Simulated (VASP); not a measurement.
A run of VASP 6.6.1 is set up as follows.

File INCAR:

```
SYSTEM = Mg3SnO4
  ALGO = Normal
  EDIFF = 1E-6
  EDIFFG = -0.025
  ENCUT = 600
  GGA = PE
  IBRION = 2
  ISIF = 3
  ISMEAR = 0
  LASPH = .TRUE.
  LCHARG = .FALSE.
  LREAL = Auto
  LWAVE = .FALSE.
  NELM = 100
  NSW = 80
  PREC = Accurate
  SIGMA = 0.1
```

Contents of KPOINTS:

```
k-points
0
G
  4 4 1
  0 0 0
```

The input POSCAR:

```
Mg3SnO4
1.0
    3.0802410375      0.0799980009     -0.0233668637
    0.0799980009      3.1309690244      0.0251262984
   -0.1450121263      0.1559309796     19.5509980666
Mg Sn O
6 2 8
Direct
    0.4937789173     -0.0160049333      0.1608568494
    0.5001844028     -0.0001763389      0.7337801742
    0.5132035799      0.0089728161      0.9469851937
    1.0108231835      0.4883169041      0.8390807670
   -0.0260100777      0.5245002157      0.2722867474
    1.0020220652      0.5033831927      0.0564606507
    0.5017166093     -0.0055753385      0.4097499225
   -0.0125261865      0.5038782973      0.5866150578
    0.4916446535      0.0102910800      0.0499255396
    0.5316848517      0.0169502992      0.2717297485
    0.4774143776     -0.0122688065      0.6216235136
    0.5151369648      0.0025492815      0.8387255223
    1.0083775699      0.5017287794      0.9460312352
    0.0022665615      0.4785616166      0.3735976442
   -0.0045044898      0.5054580617      0.1612132389
   -0.0052129832      0.4894348728      0.7313381950
```

Potentials or basis: VASP PAW PBE potentials, release 64 (Mg, Sn_d, O).

Command:

```sh
$ cat potpaw_PBE.64/Mg/POTCAR potpaw_PBE.64/Sn_d/POTCAR potpaw_PBE.64/O/POTCAR > POTCAR
$ mpirun -np 1 vasp_std > vasp.out
```

What does it give for the relaxed volume?

11.52 Å³/atom.

What does it give for the relaxed cell?

a = 3.098 Å, b = 3.098 Å, c = 19.195 Å, α = 90.02°, β = 90.06°, γ = 90.05°.

Final structure:
```
Mg Sn O
1.0
     3.09820   -0.00159   -0.00196
    -0.00087    3.09847   -0.00047
    -0.00948   -0.00518   19.19462
Mg Sn O
6 2 8
Direct
  0.50224 0.00065 0.16285
  0.49724 0.99832 0.72996
  0.50032 0.00033 0.94586
  0.99839 0.49871 0.83711
  0.00219 0.50092 0.27002
  0.00180 0.50127 0.05412
  0.50256 0.99965 0.41065
  0.99332 0.49884 0.58925
  0.50138 0.00098 0.05432
  0.50246 0.00208 0.27262
  0.49786 0.99809 0.62569
  0.49881 0.99897 0.83772
  0.99999 0.50022 0.94579
  0.00121 0.50143 0.37430
  0.00267 0.50131 0.16231
  0.99757 0.49824 0.72744
```

Caveat: the k points lie up to 0.51 Å⁻¹ apart in the final cell.
